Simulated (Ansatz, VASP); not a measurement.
## Two plane-wave programs on Pd

```
Pd
1.0
     2.74505    0.00000    0.00000
    -1.37252    2.37728    0.00000
     0.00000    0.00000    9.05203
Pd
4
Direct
  0.00000 0.00000 0.00000
  0.00000 0.00000 0.50000
  0.33333 0.66667 0.25000
  0.66667 0.33333 0.75000
```

Alike in both runs: task single point; functional LDA; k mesh 15 × 15 × 4; occupations fermi-dirac, width 0.1 eV; no spin polarisation.

|  | VASP | Ansatz |
| --- | --- | --- |
| version | VASP 6.6.1 | Ansatz 0.2.0 |
| potentials or method | VASP PAW LDA potentials, release 64 (Pd), cutoff 520 eV | plane waves (420 eV) with PAW, scalar-relativistic |
| valence electrons in the cell | 40 | 72 |

|  | VASP | Ansatz | Ansatz less VASP |
| --- | --- | --- | --- |
| pressure (GPa) | -7.7 | -7.9 | -0.25 |
| traceless stress, the component that is largest in VASP (GPa) | -0.09 | -0.06 | +0.035 |

Ansatz warns that its potentials were made for another functional, while VASP's fit it. LDA's correlation is that of Perdew and Zunger in VASP and of Perdew and Wang (1992) in Ansatz. VASP's potentials hold 40 valence electrons a cell and Ansatz's 72, so a difference there can come from the potentials and not from the codes.
